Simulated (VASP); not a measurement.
# Mo (Fm-3m) in VASP: a series of runs

The runs below take Mo through single point, with PBEsol.

All numbers are computed with VASP 6.6.1; they aren't measurements. Logs are shortened: lines on timing, memory, paths and dates and some standing lists are left out, and cuts for length are marked.

## (1) The cell of the first run

Symmetry: Fm-3m, No. 225, cubic system. Conventional cell: a = 3.907 Å, b = 3.907 Å, c = 3.907 Å, α = 90.00°, β = 90.00°, γ = 90.00°. Within 3.6 Å of Mo (site symmetry m-3m) lie 12 Mo at 2.76 Å.

This isn't the form of Mo at room conditions, which is bcc.

## (2) Single point, PBEsol (14.92 Å³/atom)

File INCAR:

```
ALGO = Normal
EDIFF = 1E-6
ENCUT = 520
GGA = PS
ISIF = 2
ISMEAR = -1
LASPH = T
LCHARG = F
LREAL = F
LWAVE = F
NBANDS = 13
NELM = 100
PREC = Accurate
SIGMA = 0.1
```

File KPOINTS:

```
k-points
0
Gamma
  15 15 15
```

File POSCAR:

```
Mo
1.0
    0.0000000000      1.9537423284      1.9537423284
    1.9537423284      0.0000000000      1.9537423284
    1.9537423284      1.9537423284      0.0000000000
Mo
1
Direct
    0.0000000000      0.0000000000      0.0000000000
```

Potentials or basis: VASP PAW PBE potentials, release 64 (Mo_sv).

Started as:

```bash
cat potpaw_PBE.64/Mo_sv/POTCAR > POTCAR
mpirun -np 1 vasp_std > vasp.out
```

OUTCAR:

```text
EDIFF = 1E-6
   ENCUT = 520
   GGA = PS
   ISIF = 2
   ISMEAR = -1
   LASPH = T
   LREAL = F
   NELM = 100
   PREC = Accurate

 ion  position               nearest neighbor table
   1  0.000  0.000  0.000-

  LATTYP: Found a face centered cubic cell.
 ALAT       =     3.9074846568

  Lattice vectors:

 A1 = (   0.0000000000,   1.9537423284,   1.9537423284)
 A2 = (   1.9537423284,   0.0000000000,   1.9537423284)
 A3 = (   1.9537423284,   1.9537423284,   0.0000000000)

Analysis of symmetry for initial positions (statically):
=====================================================================
 Subroutine PRICEL returns:
 Original cell was already a primitive cell.

 Routine SETGRP: Setting up the symmetry group for a
 face centered cubic supercell.

 Subroutine GETGRP returns: Found 48 space group operations
 (whereof 48 operations were pure point group operations)
 out of a pool of 48 trial point group operations.

The static configuration has the point symmetry O_h .

Analysis of symmetry for dynamics (positions and initial velocities):
=====================================================================
 Subroutine PRICEL returns:
 Original cell was already a primitive cell.

 Routine SETGRP: Setting up the symmetry group for a
 face centered cubic supercell.

 Subroutine GETGRP returns: Found 48 space group operations
 (whereof 48 operations were pure point group operations)
 out of a pool of 48 trial point group operations.

The dynamic configuration has the point symmetry O_h .

 Subroutine INISYM returns: Found 48 space group operations
 (whereof 48 operations are pure point group operations),
 and found     1 'primitive' translations

----------------------------------------------------------------------------------------

                                     Primitive cell

  volume of cell :      14.9153

  direct lattice vectors                    reciprocal lattice vectors
     0.000000000  1.953742328  1.953742328    -0.255919111  0.255919111  0.255919111
     1.953742328  0.000000000  1.953742328     0.255919111 -0.255919111  0.255919111
     1.953742328  1.953742328  0.000000000     0.255919111  0.255919111 -0.255919111

  length of vectors
     2.763008898  2.763008898  2.763008898     0.443264903  0.443264903  0.443264903

  position of ions in fractional coordinates (direct lattice)
     0.000000000  0.000000000  0.000000000

  ion indices of the primitive-cell ions
   primitive index   ion index
                 1           1

----------------------------------------------------------------------------------------

 KPOINTS: k-points

Automatic generation of k-mesh.
 Grid dimensions read from file:
 generate k-points for:   15   15   15

 Generating k-lattice:

  Cartesian coordinates                     Fractional coordinates (reciprocal lattice)
    -0.017061274  0.017061274  0.017061274     0.066666667  0.000000000  0.000000000
     0.017061274 -0.017061274  0.017061274     0.000000000  0.066666667  0.000000000
     0.017061274  0.017061274 -0.017061274     0.000000000  0.000000000  0.066666667

  Length of vectors
     0.029550994  0.029550994  0.029550994

  Shift w.r.t. Gamma in fractional coordinates (k-lattice)
     0.000000000  0.000000000  0.000000000

 Subroutine IBZKPT returns following result:
 ===========================================

 Found    120 irreducible k-points:

 Following reciprocal coordinates:
            Coordinates               Weight
  0.000000  0.000000  0.000000      1.000000
  0.066667  0.000000  0.000000      8.000000
  0.133333  0.000000  0.000000      8.000000
  0.200000  0.000000  0.000000      8.000000
  0.266667  0.000000  0.000000      8.000000
  0.333333  0.000000  0.000000      8.000000
[... 16 lines left out ...]
  0.133333  0.133333  0.000000      6.000000
  0.200000  0.133333  0.000000     24.000000
 [... further k-points ...]
   k-points           NKPTS =    120   k-points in BZ     NKDIM =    120   number of bands    NBANDS=     13
   number of dos      NEDOS =    301   number of ions     NIONS =      1
   total plane-waves  NPLWV =  13824
   dimension x,y,z NGX =    24 NGY =   24 NGZ =   24
   dimension x,y,z NGXF=    48 NGYF=   48 NGZF=   48
   ions per type =               1
   NGX,Y,Z   is equivalent  to a cutoff of  14.44, 14.44, 14.44 a.u.
   NGXF,Y,Z  is equivalent  to a cutoff of  28.88, 28.88, 28.88 a.u.
 SYSTEM =  unknown system
   PREC   = accura    normal or accurate (medium, high low for compatibility)
   ISTART =      0    job   : 0-new  1-cont  2-samecut
   ICHARG =      2    charge: 1-file 2-atom 10-const
   ISPIN  =      1    spin polarized calculation?
   LNONCOLLINEAR =      F non collinear calculations
   LSORBIT =      F    spin-orbit coupling
   LASPH  =      T    aspherical Exc in radial PAW
   ENCUT  =  520.0 eV  38.22 Ry    6.18 a.u.   5.14  5.14  5.14*2*pi/ulx,y,z
   NELM   =    100;   NELMIN=  2; NELMDL= -5     # of ELM steps
   EDIFF  = 0.1E-05   stopping-criterion for ELM
   LREAL  =      F    real-space projection
   EDIFFG = 0.1E-04   stopping-criterion for IOM
   NSW    =      0    number of steps for IOM
   IBRION =     -1    ionic relax: 0-MD 1-quasi-New 2-CG
   NFREE  =      0    steps in history (QN), initial steepest desc. (CG)
   ISIF   =      2    stress and relaxation
   ISYM   =      2    0-nonsym 1-usesym 2-fastsym
   POTIM  = 0.5000    time-step for ionic-motion
   TEBEG  =    0.0;   TEEND  =   0.0 temperature during run
   PSTRESS=    0.0 pullay stress
   NELECT =      14.0000    total number of electrons
   NUPDOWN=      -1.0000    fix difference up-down
   EMIN   =  10.00;   EMAX   =-10.00  energy-range for DOS
   EFERMI =   0.00;   METHOD = LEGACY
   ISMEAR =    -1;   SIGMA  =   0.10  broadening in eV -4-tet -1-fermi 0-gaus
   EFERMI_NEDOS =   21; number of points for ismear=-14 and -15
   IALGO  =     38    algorithm
   IMIX   =      4    mixing-type and parameters
     AMIX     =   0.40;   BMIX     =  1.00
     AMIX_MAG =   1.60;   BMIX_MAG =  1.00
  volume/ion in A,a.u.               =      14.92       100.65
  Fermi-wavevector in a.u.,A,eV,Ry     =   1.602902  3.029045 34.957366  2.569294
  Thomas-Fermi vector in A             =   2.699649
   LORBIT       =      0    0 simple, 1 ext, 2 COOP (PROOUT), +10 PAW based schemes
   GGA     = PS    functional components
   LHFCALC =     F    Hartree Fock is set to
   AEXX    =    0.0000 exact exchange contribution
   IVDW    =     0    specifies the selected vdW correction
   LEPSILON=     F    determine dielectric tensor
   LRPA    =     F    only Hartree local field effects (RPA)
 non-spin polarized calculation
  energy-cutoff  :      520.00
  volume of cell :       14.92
 maximum number of plane-waves:       419
 NGX is ok and might be reduce to    24
   NGX = 11   NGY = 11   NGZ = 11

 number of electron      14.0000000 magnetization

 Free energy of the ion-electron system (eV)
  ---------------------------------------------------
  ext. energy  EPLUGINS =         0.00000000
  ---------------------------------------------------
  free energy    TOTEN  =       -11.33778408 eV

  energy without entropy =      -11.29701960  energy(sigma->0) =      -11.31740184

 E-fermi :  12.7795     XC(G=0): -13.7782

 val. band max:       12.7598354676   @ k =  -0.3333   0.4667   0.1333
 cond. band min:      12.7838594653   @ k =   0.4000   0.2667   0.0000
 fundamental gap:      0.0240239977
 Fermi energy:        12.7794630884

 k-point     1 :       0.0000    0.0000    0.0000
  band No.  band energies     occupation
      1     -47.8149      2.00000
      2     -21.0069      2.00000
      3     -21.0069      2.00000
      4     -21.0069      2.00000
      5       5.8039      2.00000
      6      11.9602      1.99945
      7      11.9602      1.99945
      8      11.9602      1.99945
      9      14.9271      0.00000
     10      14.9271      0.00000
     11      25.8987      0.00000
     12      31.4779      0.00000
     13      31.4779      0.00000

 k-point     2 :       0.0667    0.0000    0.0000
  band No.  band energies     occupation
      1     -47.8021      2.00000
      2     -21.0834      2.00000
      3     -21.0163      2.00000
      4     -21.0163      2.00000
      5       6.0011      2.00000
      6      11.8226      1.99986
      7      12.0503      1.99864
      8      12.0503      1.99864
      9      14.8499      0.00000
     10      14.8499      0.00000
     11      26.2855      0.00000
     12      30.6930      0.00000
     13      31.8378      0.00000

 k-point     3 :       0.1333    0.0000    0.0000
  band No.  band energies     occupation
      1     -47.7658      2.00000
      2     -21.2967      2.00000
      3     -21.0426      2.00000
      4     -21.0426      2.00000
      5       6.5459      2.00000
      6      11.5065      1.99999
      7      12.2666      1.98822
      8      12.2666      1.98822
      9      14.7043      0.00000
     10      14.7043      0.00000
     11      27.2600      0.00000
     12      29.3192      0.00000
     13      32.8701      0.00000

 k-point     4 :       0.2000    0.0000    0.0000
  band No.  band energies     occupation
      1     -47.7119      2.00000
      2     -21.6033      2.00000
      3     -21.0812      2.00000
      4     -21.0812      2.00000
      5       7.2701      2.00000
      6      11.2715      2.00000
      7      12.4262      1.94320
      8      12.4262      1.94320
      9      14.7388      0.00000
     10      14.7388      0.00000
     11      27.3525      0.00000
     12      29.2197      0.00000
     13      34.4571      0.00000

 k-point     5 :       0.2667    0.0000    0.0000
  band No.  band energies     occupation
      1     -47.6494      2.00000
      2     -21.9452      2.00000
      3     -21.1251      2.00000
      4     -21.1251      2.00000
      5       7.8315      2.00000
      6      11.5026      1.99999
      7      12.3453      1.97430
      8      12.3453      1.97430
      9      15.1801      0.00000
     10      15.1801      0.00000
     11      26.2862      0.00000
     12      30.0261      0.00000
     13      36.4518      0.00000
[... 257 lines left out ...]
 k-point    22 :      -0.0667    0.0667    0.0000
  band No.  band energies     occupation
      1     -47.7815      2.00000
      2     -21.1891      2.00000
      3     -21.0600      2.00000
      4     -21.0188      2.00000
      5       6.3165      2.00000
      6      11.5867      1.99999
      7      12.1748      1.99528
      8      12.2371      1.99121
      9      14.5520      0.00000
     10      14.9402      0.00000
     11      26.8904      0.00000
     12      30.0171      0.00000
     13      31.8727      0.00000

 k-point    23 :       0.1333    0.1333    0.0000
  band No.  band energies     occupation
      1     -47.7495      2.00000
      2     -21.2874      2.00000
      3     -21.1065      2.00000
      4     -21.1065      2.00000
      5       6.7949      2.00000
      6      11.0611      2.00000
      7      12.5939      1.72964
      8      12.5939      1.72964
      9      13.8781      0.00003
     10      15.2477      0.00000
     11      27.8529      0.00000
     12      30.3402      0.00000
     13      32.1609      0.00000

 k-point    24 :       0.2000    0.1333    0.0000
  band No.  band energies     occupation
      1     -47.7094      2.00000
      2     -21.4867      2.00000
      3     -21.1565      2.00000
      4     -21.1428      2.00000
      5       7.3666      2.00000
      6      10.6880      2.00000
      7      12.7502      1.14533
      8      12.9009      0.45781
      9      13.6981      0.00020
     10      15.4135      0.00000
     11      28.8997      0.00000
     12      29.5921      0.00000
     13      32.6801      0.00000

 [... further k-points ...]

------------------------ aborting loop because EDIFF is reached ----------------------------------------

  FORCE on cell =-STRESS in cart. coord.  units (eV):
  Direction    XX          YY          ZZ          XY          YZ          ZX
  --------------------------------------------------------------------------------------
  -------------------------------------------------------------------------------------
  Total        1.1602012      1.1602012      1.1602012     -0.0000000      0.0000000      0.0000000
  in kB      124.6269668    124.6269668    124.6269668     -0.0000000      0.0000000      0.0000000
  external PRESSURE =     124.6269668 kB  Pullay stress =       0.0000000 kB

 VOLUME and BASIS-vectors are now :
 -----------------------------------------------------------------------------
  energy-cutoff  :      520.00
  volume of cell :       14.92
      direct lattice vectors                 reciprocal lattice vectors
     0.000000000  1.953742328  1.953742328    -0.255919111  0.255919111  0.255919111
     1.953742328  0.000000000  1.953742328     0.255919111 -0.255919111  0.255919111
     1.953742328  1.953742328  0.000000000     0.255919111  0.255919111 -0.255919111

 POSITION                                       TOTAL-FORCE (eV/Angst)
 -----------------------------------------------------------------------------------
      0.00000      0.00000      0.00000         0.000000     -0.000000      0.000000
 -----------------------------------------------------------------------------------
    total drift:                               -0.000000     -0.000000     -0.000000

  FREE ENERGIE OF THE ION-ELECTRON SYSTEM (eV)
  ---------------------------------------------------
  free  energy   TOTEN  =       -11.3377840811 eV

  energy  without entropy=      -11.2970196022  energy(sigma->0) =      -11.31740184
```

It took 31 s on 1 thread of AMD EPYC 7R43 (Zen 3), shared host; peak memory 0.11 GiB.

Results:

- Free energy: -11.3378 eV
- Pressure: 12.5 GPa
- Band gap on the k mesh: zero (bands 7 and 8 overlap by 5.09 eV)

Levels at points of the mesh, in eV from the Fermi level:
```tsv
k point	band 5	band 6	band 7	band 8	band 9	band 10
(0.00, 0.00, 0.00)	-6.98	-0.82	-0.82	-0.82	2.15	2.15
```

Caveat: the cell stands under pressure; the PAW data sets were made with another functional, which shifts forces and pressure a little.

## (3) Single point, PBEsol (15.54 Å³/atom)

This run uses another cell than the first one, of 15.54 Å³/atom.

File INCAR:

```
SYSTEM = Mo
PREC     = Accurate       ! precision mode
ENCUT    = 520            ! plane-wave cutoff, eV
EDIFF    = 1E-6           ! SCF threshold, eV
ISMEAR   = -1             ! smearing method
SIGMA    = 0.1            ! smearing width, eV
LREAL    = .FALSE.        ! projectors in reciprocal space
LASPH    = .TRUE.         ! aspherical terms in the spheres
NELM     = 60             ! most SCF steps
ALGO     = Normal         ! electronic algorithm
ISIF     = 2              ! what is computed and relaxed
LWAVE    = .FALSE.        ! write WAVECAR
LCHARG   = .FALSE.        ! write CHGCAR
GGA      = PS             ! functional
NBANDS   = 13             ! bands
```

File KPOINTS:

```
Automatic mesh
0
G
  15 15 15
  0 0 0
```

File POSCAR:

```
Mo
1.0
    0.0000000000      1.9805092481      1.9805092481
    1.9805092481      0.0000000000      1.9805092481
    1.9805092481      1.9805092481      0.0000000000
Mo
1
Direct
    0.0000000000      0.0000000000      0.0000000000
```

Potentials or basis: VASP PAW PBE potentials, release 64 (Mo_sv).

Started as:

```bash
cat potpaw_PBE.64/Mo_sv/POTCAR > POTCAR
mpirun -np 1 vasp_std > vasp.out
```

Wall time 34 s (1 thread of AMD EPYC 7R43 (Zen 3), shared host); peak memory 0.11 GiB.

It converged, with:

| Quantity | Value |
| --- | --- |
| Free energy | -11.3634 eV |
| Pressure | 0.9 GPa |
| Band gap on the k mesh | zero (bands 7 and 8 overlap by 4.76 eV) |

Levels at points of the mesh, in eV from the Fermi level:
```
           k point  band 5  band 6  band 7  band 8  band 9  band 10
(0.00, 0.00, 0.00)   -6.86   -0.75   -0.75   -0.75    2.04     2.04
```

Caveat: the PAW data sets were made with another functional, which shifts forces and pressure a little.

## (4) Single point, PBEsol (16.16 Å³/atom)

This run uses another cell than the first one, of 16.16 Å³/atom.

File INCAR:

```
PREC = Accurate
ENCUT = 520
EDIFF = 1E-7
ISMEAR = -1
SIGMA = 0.1
LREAL = False
LASPH = True
NELM = 60
ALGO = Normal
ISIF = 2
LWAVE = False
LCHARG = False
GGA = PS
NBANDS = 13
```

File KPOINTS:

```
regular mesh
0
Gamma
  15 15 15
```

File POSCAR:

```
Mo
1.0
    0.0000000000      2.0065715690      2.0065715690
    2.0065715690      0.0000000000      2.0065715690
    2.0065715690      2.0065715690      0.0000000000
Mo
1
Direct
    0.0000000000      0.0000000000      0.0000000000
```

Started as:

```bash
cat potpaw_PBE.64/Mo_sv/POTCAR > POTCAR
mpirun -np 1 vasp_std > vasp.out
```

Wall time 37 s (1 thread of AMD EPYC 7R43 (Zen 3), shared host); peak memory 0.12 GiB.

It converged, with:

```yaml
Free_energy: -11.3483 eV
Pressure: -8.5 GPa
Band_gap_on_the_k_mesh: zero (bands 7 and 8 overlap by 4.46 eV)
```

Levels at points of the mesh, in eV from the Fermi level:
| k point | band 3 | band 4 | band 5 | band 6 | band 7 | band 8 | band 9 | band 10 | band 11 | band 12 |
| --- | --- | --- | --- | --- | --- | --- | --- | --- | --- | --- |
| (0.00, 0.00, 0.00) | -34.01 | -34.01 | -6.75 | -0.70 | -0.70 | -0.70 | 1.94 | 1.94 | 13.09 | 18.27 |

Caveat: the cell stands under tension; the PAW data sets were made with another functional, which shifts forces and pressure a little.

(Continued in part 2 of 2.)
